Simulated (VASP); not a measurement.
# CdGeAs2 (I-42d) in VASP: notebook, part 2 of 3

VASP 6.6.1. Earlier steps stand in the parts before.

**3. Single point, PBEsol (24.29 Å³/atom)**

This run uses another cell than the first one, of 24.29 Å³/atom.

File INCAR:

```
SYSTEM = CdGeAs2
PREC = Accurate
ENCUT = 520
EDIFF = 1E-7
ISMEAR = -1
SIGMA = 0.05
LREAL = .False.
LASPH = .True.
NELM = 100
ALGO = Normal
ISIF = 2
LWAVE = .False.
LCHARG = .True.
GGA = PS
LELF = .True.
LVHAR = .True.
NBANDS = 46
```

File KPOINTS:

```
Automatic mesh
0
Gamma
  6 6 6
  0 0 0
```

File POSCAR:

```
CdGeAs2
1.0
   -2.9484794142      2.9484794142      5.5877427460
    2.9484794142     -2.9484794142      5.5877427460
    2.9484794142      2.9484794142     -5.5877427460
Cd As Ge
2 4 2
Direct
    0.5000000000      0.5000000000      0.0000000000
    0.2500000000      0.7500000000      0.5000000000
    0.0962175700      0.1250000000      0.4712175700
    0.3750000000      0.9037824300      0.0287824300
    0.6537824300      0.6250000000      0.5287824300
    0.8750000000      0.3462175700      0.9712175700
    0.7500000000      0.2500000000      0.5000000000
    0.0000000000      0.0000000000      0.0000000000
```

Potentials or basis: VASP PAW PBE potentials, release 64 (Cd, As, Ge_d).

On the command line:

```console
> cat potpaw_PBE.64/Cd/POTCAR potpaw_PBE.64/As/POTCAR potpaw_PBE.64/Ge_d/POTCAR > POTCAR
> mpirun -np 1 vasp_std > vasp.out
```

It took 6.3 min on 1 thread of Intel Xeon Platinum 8488C (Sapphire Rapids), shared host; peak memory 0.55 GiB.

Results (log left out):

```yaml
Free_energy: -33.0820 eV
Pressure: 2.1 GPa
Largest_force: 0.216 eV/Å
Band_gap_on_the_k_mesh: 0.13 eV
```

Forces on the atoms (eV/Å):
```
Cd   0.000  0.000  0.000
Cd   0.000  0.000  0.000
As   0.000  0.216  0.000
As  -0.216  0.000  0.000
As   0.000 -0.216  0.000
As   0.216  0.000  0.000
Ge   0.000  0.000  0.000
Ge   0.000  0.000  0.000
```

Levels at points of the mesh, in eV from the valence-band top:
```tsv
k point	band 34	band 35	band 36	band 37	band 38	band 39
(0.00, 0.00, 0.00)	-0.09	-0.09	0.00	0.13	1.23	1.72
(0.50, 0.00, 0.00)	-1.59	-1.27	-0.68	1.93	2.10	2.70
(0.50, 0.50, 0.00)	-1.09	-0.57	-0.57	0.76	0.76	2.54
(0.50, 0.50, 0.50)	-1.90	-1.01	-1.01	1.40	1.40	1.57
```

Caveat: semilocal functionals underestimate gaps, and a narrow one can read as zero; the PAW data sets were made with another functional, which shifts forces and pressure a little.

**4. Single point, PBEsol (24.79 Å³/atom)**

This run uses another cell than the first one, of 24.79 Å³/atom.

File INCAR:

```
SYSTEM = CdGeAs2
PREC = Accurate
ENCUT = 520
EDIFF = 1E-7
ISMEAR = -1
SIGMA = 0.05
LREAL = .FALSE.
LASPH = .TRUE.
NELM = 100
ALGO = Normal
ISIF = 2
LWAVE = .FALSE.
LCHARG = .TRUE.
GGA = PS
LELF = .TRUE.
LVHAR = .TRUE.
NBANDS = 46
```

File KPOINTS:

```
regular mesh
0
G
  6 6 6
  0 0 0
```

POSCAR, as its differences from that of step 3:

```diff
@@ -2,5 +2,5 @@
 1.0
-   -2.9484794142      2.9484794142      5.5877427460
-    2.9484794142     -2.9484794142      5.5877427460
-    2.9484794142      2.9484794142     -5.5877427460
+   -2.9688143976      2.9688143976      5.6262801207
+    2.9688143976     -2.9688143976      5.6262801207
+    2.9688143976      2.9688143976     -5.6262801207
 Cd As Ge
```

On the command line:

```console
> cat potpaw_PBE.64/Cd/POTCAR potpaw_PBE.64/As/POTCAR potpaw_PBE.64/Ge_d/POTCAR > POTCAR
> mpirun -np 1 vasp_std > vasp.out
```

It took 7.3 min on 1 thread of Intel Xeon Platinum 8488C (Sapphire Rapids), shared host; peak memory 0.55 GiB.

It converged, with:

```yaml
Free_energy: -33.1183 eV
Pressure: 0.7 GPa
Largest_force: 0.192 eV/Å
Band_gap_on_the_k_mesh: 0.20 eV (least direct gap 0.22 eV)
```

Forces in eV/Å, atoms in the order of the input:
```
Cd   0.000  0.000  0.000
Cd   0.000  0.000  0.000
As   0.000  0.192  0.000
As  -0.192  0.000  0.000
As   0.000 -0.192  0.000
As   0.192  0.000  0.000
Ge   0.000  0.000  0.000
Ge   0.000  0.000  0.000
```

Levels at points of the mesh, in eV from the valence-band top:
| k point | band 32 | band 33 | band 34 | band 35 | band 36 | band 37 | band 38 | band 39 | band 40 | band 41 |
| --- | --- | --- | --- | --- | --- | --- | --- | --- | --- | --- |
| (0.00, 0.00, 0.00) | -2.07 | -2.07 | -0.04 | -0.02 | -0.02 | 0.20 | 1.34 | 1.80 | 3.00 | 3.00 |
| (0.50, 0.00, 0.00) | -2.56 | -2.03 | -1.47 | -1.16 | -0.58 | 1.93 | 2.14 | 2.76 | 3.50 | 4.01 |
| (0.50, 0.50, 0.00) | -1.71 | -0.99 | -0.99 | -0.48 | -0.48 | 0.79 | 0.79 | 2.57 | 2.57 | 3.90 |
| (0.50, 0.50, 0.50) | -2.20 | -1.78 | -1.78 | -0.90 | -0.90 | 1.47 | 1.47 | 1.66 | 1.66 | 2.75 |

Caveat: semilocal functionals underestimate gaps, and a narrow one can read as zero; the PAW data sets were made with another functional, which shifts forces and pressure a little. A k mesh can miss the band edges.

**5. Single point, LDA**

This run uses another cell than the first one, of 25.30 Å³/atom.

File INCAR:

```
SYSTEM = CdGeAs2
PREC = Accurate
ENCUT = 520
EDIFF = 1E-6
ISMEAR = -1
SIGMA = 0.05
LREAL = .False.
LASPH = .True.
NELM = 80
ALGO = Normal
ISIF = 2
LWAVE = .False.
LCHARG = .True.
GGA = CA
LELF = .True.
LVHAR = .True.
NBANDS = 46
```

File KPOINTS:

```
regular mesh
0
Gamma
  6 6 6
  0 0 0
```

POSCAR, as its differences from that of step 4:

```diff
@@ -2,5 +2,5 @@
 1.0
-   -2.9688143976      2.9688143976      5.6262801207
-    2.9688143976     -2.9688143976      5.6262801207
-    2.9688143976      2.9688143976     -5.6262801207
+   -2.9888745628      2.9888745628      5.6642966801
+    2.9888745628     -2.9888745628      5.6642966801
+    2.9888745628      2.9888745628     -5.6642966801
 Cd As Ge
```

Potentials or basis: VASP PAW LDA potentials, release 64 (Cd, As, Ge_d).

On the command line:

```console
> cat potpaw_LDA.64/Cd/POTCAR potpaw_LDA.64/As/POTCAR potpaw_LDA.64/Ge_d/POTCAR > POTCAR
> mpirun -np 1 vasp_std > vasp.out
```

OUTCAR:

```text
SYSTEM = CdGeAs2
   PREC = Accurate
   ENCUT = 520
   EDIFF = 1E-6
   ISMEAR = -1
   LREAL = .False.
   LASPH = .True.
   NELM = 80
   ISIF = 2
   GGA = CA

 ion  position               nearest neighbor table
   1  0.500  0.500  0.000-   5 2.65   4 2.65   6 2.65   3 2.65
   2  0.250  0.750  0.500-   4 2.65   3 2.65   5 2.65   6 2.65
   3  0.096  0.125  0.471-   7 2.45   8 2.45   1 2.65   2 2.65
   4  0.375  0.904  0.029-   7 2.45   8 2.45   1 2.65   2 2.65
   5  0.654  0.625  0.529-   8 2.45   7 2.45   2 2.65   1 2.65
   6  0.875  0.346  0.971-   7 2.45   8 2.45   2 2.65   1 2.65
   7  0.750  0.250  0.500-   4 2.45   3 2.45   5 2.45   6 2.45
   8  0.000  0.000  0.000-   5 2.45   4 2.45   3 2.45   6 2.45

  LATTYP: Found a body centered tetragonal cell.
 ALAT       =     5.9777491256
 C/A-ratio  =     1.8951269319

  Lattice vectors:

 A1 = (  -2.9888745628,   2.9888745628,   5.6642966801)
 A2 = (   2.9888745628,  -2.9888745628,   5.6642966801)
 A3 = (   2.9888745628,   2.9888745628,  -5.6642966801)

Analysis of symmetry for initial positions (statically):
=====================================================================
 Subroutine PRICEL returns:
 Original cell was already a primitive cell.

 Routine SETGRP: Setting up the symmetry group for a
 body centered tetragonal supercell.

 Subroutine GETGRP returns: Found  8 space group operations
 (whereof  4 operations were pure point group operations)
 out of a pool of 16 trial point group operations.

The static configuration has the point symmetry S_4 .
 The point group associated with its full space group is D_2d.

Analysis of symmetry for dynamics (positions and initial velocities):
=====================================================================
 Subroutine PRICEL returns:
 Original cell was already a primitive cell.

 Routine SETGRP: Setting up the symmetry group for a
 body centered tetragonal supercell.

[... 141 lines left out ...]
   LORBIT       =      0    0 simple, 1 ext, 2 COOP (PROOUT), +10 PAW based schemes
   GGA     = CA    functional components
   LHFCALC =     F    Hartree Fock is set to
   AEXX    =    0.0000 exact exchange contribution
   IVDW    =     0    specifies the selected vdW correction
   LEPSILON=     F    determine dielectric tensor
   LRPA    =     F    only Hartree local field effects (RPA)
 non-spin polarized calculation
  energy-cutoff  :      520.00
  volume of cell :      202.41
 maximum number of plane-waves:      5476
 NGX is ok and might be reduce to    54
   NGX = 27   NGY = 27   NGZ = 27

 number of electron      72.0000010 magnetization

 Free energy of the ion-electron system (eV)
  ---------------------------------------------------
  ext. energy  EPLUGINS =         0.00000000
  ---------------------------------------------------
  free energy    TOTEN  =       -35.33027167 eV

  energy without entropy =      -35.32916469  energy(sigma->0) =      -35.32971818

 E-fermi :   2.8567     XC(G=0):  -9.6409

 val. band max:        2.6905810635   @ k =   0.1667  -0.0000   0.0000
 cond. band min:       2.8846425063   @ k =   0.0000   0.0000   0.0000
 fundamental gap:      0.1940614429
 Fermi energy:         2.8566972781

 k-point     1 :       0.0000    0.0000    0.0000
  band No.  band energies     occupation
      1     -22.1817      2.00000
      2     -22.1817      2.00000
      3     -22.1815      2.00000
      4     -22.1776      2.00000
      5     -22.1750      2.00000
      6     -22.1750      2.00000
[... 1165 lines left out ...]
     45       7.1105      0.00000
     46       7.6222      0.00000

 [... further k-points ...]

------------------------ aborting loop because EDIFF is reached ----------------------------------------

  FORCE on cell =-STRESS in cart. coord.  units (eV):
  Direction    XX          YY          ZZ          XY          YZ          ZX
  --------------------------------------------------------------------------------------
  -------------------------------------------------------------------------------------
  Total       -2.9627092     -2.9627092     -2.6431283      0.0000000      0.0000000      0.0000000
  in kB      -23.4519119    -23.4519119    -20.9222057      0.0000000      0.0000000      0.0000000
  external PRESSURE =     -22.6086765 kB  Pullay stress =       0.0000000 kB

 VOLUME and BASIS-vectors are now :
 -----------------------------------------------------------------------------
  energy-cutoff  :      520.00
  volume of cell :      202.41
      direct lattice vectors                 reciprocal lattice vectors
    -2.988874563  2.988874563  5.664296680     0.000000000  0.167287047  0.088272212
     2.988874563 -2.988874563  5.664296680     0.167287047  0.000000000  0.088272212
     2.988874563  2.988874563 -5.664296680     0.167287047  0.167287047  0.000000000

 POSITION                                       TOTAL-FORCE (eV/Angst)
 -----------------------------------------------------------------------------------
      0.00000      0.00000      5.66430        -0.000000      0.000000     -0.000000
      2.98887     -0.00000      2.83215         0.000000      0.000000     -0.000000
      1.49444      1.32238     -1.41607        -0.000000      0.211409      0.000000
      1.66649     -1.49444      7.08037        -0.211409      0.000000     -0.000000
      1.49444      1.66649      4.24822         0.000000     -0.211409     -0.000000
      1.32238      4.48331      1.41607         0.211409     -0.000000      0.000000
     -0.00000      2.98887      2.83215         0.000000     -0.000000     -0.000000
      0.00000      0.00000      0.00000        -0.000000      0.000000      0.000000
 -----------------------------------------------------------------------------------
    total drift:                                0.000001      0.000001      0.000001

  FREE ENERGIE OF THE ION-ELECTRON SYSTEM (eV)
  ---------------------------------------------------
  free  energy   TOTEN  =       -35.3302716730 eV

  energy  without entropy=      -35.3291646924  energy(sigma->0) =      -35.32971818
```

OSZICAR:

```text
N       E                     dE             d eps       ncg     rms          rms(c)
DAV:   1     0.709816174102E+03    0.70982E+03   -0.32918E+04  3512   0.251E+03
DAV:   2     0.722581678543E+02   -0.63756E+03   -0.61379E+03  2784   0.798E+02
DAV:   3    -0.301000082322E+02   -0.10236E+03   -0.10064E+03  3084   0.177E+02
DAV:   4    -0.362265393713E+02   -0.61265E+01   -0.61002E+01  3274   0.493E+01
DAV:   5    -0.363560215187E+02   -0.12948E+00   -0.12941E+00  3134   0.728E+00    0.861E+00
DAV:   6    -0.354652546588E+02    0.89077E+00   -0.16366E+00  3260   0.103E+01    0.658E+00
DAV:   7    -0.353451153108E+02    0.12014E+00   -0.72837E-01  3314   0.337E+00    0.249E+00
DAV:   8    -0.353322293761E+02    0.12886E-01   -0.89795E-02  3152   0.237E+00    0.500E-01
DAV:   9    -0.353306015531E+02    0.16278E-02   -0.13298E-02  3250   0.111E+00    0.111E-01
DAV:  10    -0.353302537435E+02    0.34781E-03   -0.13622E-03  3112   0.318E-01    0.487E-02
DAV:  11    -0.353302901047E+02   -0.36361E-04   -0.55788E-04  3166   0.129E-01    0.324E-02
DAV:  12    -0.353302708691E+02    0.19236E-04   -0.11807E-04  2810   0.818E-02    0.154E-02
DAV:  13    -0.353302723442E+02   -0.14751E-05   -0.69037E-06  2832   0.175E-02    0.752E-03
DAV:  14    -0.353302716730E+02    0.67120E-06   -0.21287E-06  2306   0.118E-02
   1 F= -.35330272E+02 E0= -.35329718E+02  d E =-.110698E-02
```

stdout:

```text
POSCAR found type information on POSCAR CdAsGe
 POSCAR found :  3 types and       8 ions
 scaLAPACK will be used
 LDA part: xc-table for (Slater(with rela. corr.)+CA(PZ))
 , standard interpolation
 POSCAR, INCAR and KPOINTS ok, starting setup
 FFT: planning ... GRIDC
 FFT: planning ... GRID_SOFT
 FFT: planning ... GRID
 WAVECAR not read
 entering main loop
```

Wall time 7.8 min (1 thread of Intel Xeon Platinum 8488C (Sapphire Rapids), shared host); peak memory 0.46 GiB.

What came out:

```yaml
Free_energy: -35.3303 eV
Pressure: -2.3 GPa
Largest_force: 0.211 eV/Å
Band_gap_on_the_k_mesh: 0.19 eV (least direct gap 0.22 eV)
```

Forces on the atoms (eV/Å):
```
Cd   0.000  0.000  0.000
Cd   0.000  0.000  0.000
As   0.000  0.211  0.000
As  -0.211  0.000  0.000
As   0.000 -0.211  0.000
As   0.211  0.000  0.000
Ge   0.000  0.000  0.000
Ge   0.000  0.000  0.000
```

Stress tensor (GPa, compression positive):
```
-2.35  0.00  0.00
 0.00 -2.35  0.00
 0.00  0.00 -2.09
```

Levels at points of the mesh, in eV from the valence-band top:
```csv
k point,band 33,band 34,band 35,band 36,band 37,band 38,band 39,band 40
"(0.00, 0.00, 0.00)",-2.02,-0.27,-0.02,-0.02,0.19,1.35,1.76,2.95
"(0.50, 0.00, 0.00)",-2.01,-1.43,-1.14,-0.56,1.82,2.07,2.71,3.43
"(0.50, 0.50, 0.00)",-0.97,-0.97,-0.47,-0.47,0.68,0.68,2.47,2.47
"(0.50, 0.50, 0.50)",-1.74,-1.74,-0.88,-0.88,1.44,1.44,1.66,1.66
```

Caveat: semilocal functionals underestimate gaps, and a narrow one can read as zero.

(Continued in part 3 of 3.)

The gap in the log of VASP goes by the Fermi energy; the results here count the filled bands.